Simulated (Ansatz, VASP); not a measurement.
# One calculation of H, two programs

Contents of INCAR:

```
SYSTEM = H
ALGO = Normal
EDIFF = 1E-6
EDIFFG = -0.01
ENCUT = 600
GGA = PS
IBRION = 2
ISIF = 3
ISMEAR = 0
LASPH = .True.
LCHARG = .False.
LREAL = .False.
LWAVE = .False.
NELM = 80
NSW = 100
PREC = Accurate
SIGMA = 0.02
```

The input KPOINTS:

```
k-points
0
Gamma
  8 8 8
  0 0 0
```

The input POSCAR:

```
H
1.0
    1.8007797946     -2.7432914128      0.0000000000
    1.8007797946      2.7432914128      0.0000000000
    0.0000000000      0.0000000000      3.4794876686
H
2
Direct
    0.5691687047      0.4308312953      0.0000000000
    0.4308312953      0.5691687047      0.0000000000
```

Input for Ansatz:

```yaml
crystal:
  lattice:
    - [1.8007797946, -2.7432914128, 0.0]
    - [1.8007797946, 2.7432914128, 0.0]
    - [0.0, 0.0, 3.4794876686]
  atoms:
    - { symbol: H, position: [0.5691687047, 0.4308312953, 0.0] }
    - { symbol: H, position: [0.4308312953, 0.5691687047, 0.0] }
basis:
  ecutwfc: 420
kpoints:
  mp_grid: { grid: [8, 8, 8] }
hamiltonian:
  xc: pbesol
scf:
  occupations: { method: gaussian, width: 0.02 }
output:
  forces: true
  stress: true
  eigenvalues: true
relax:
  adjacent_minimum: "off"
  f_tol: 0.01
  max_steps: 80
  cell: { stress_tol: 0.05 }
```

Alike in both runs: task relaxation of cell and atoms; functional PBEsol; k mesh 8 × 8 × 8; occupations gaussian, width 0.02 eV; no spin polarisation.

|  | VASP | Ansatz |
| --- | --- | --- |
| version | VASP 6.6.1 | Ansatz 0.2.0 |
| potentials or method | VASP PAW PBE potentials, release 64 (H), cutoff 600 eV | scalar-relativistic, plane waves, PAW |
| valence electrons in the cell | 2 | 2 |

|  | VASP | Ansatz | Ansatz less VASP |
| --- | --- | --- | --- |
| gap on the k mesh at the Fermi level, each at its own relaxed structure (eV) | 8.57 | 8.57 | 0.000 |
| relaxed volume (Å³/atom) | 17.19 | 17.19 | 0.000 |
| relaxed length of the cell vector where the two differ most in proportion (Å) | 3.282 | 3.282 | 0.0000 |

VASP's potentials were made for PBE, not for PBEsol.

Noted on VASP's run: the relaxation stopped at its first step, so nothing moved.
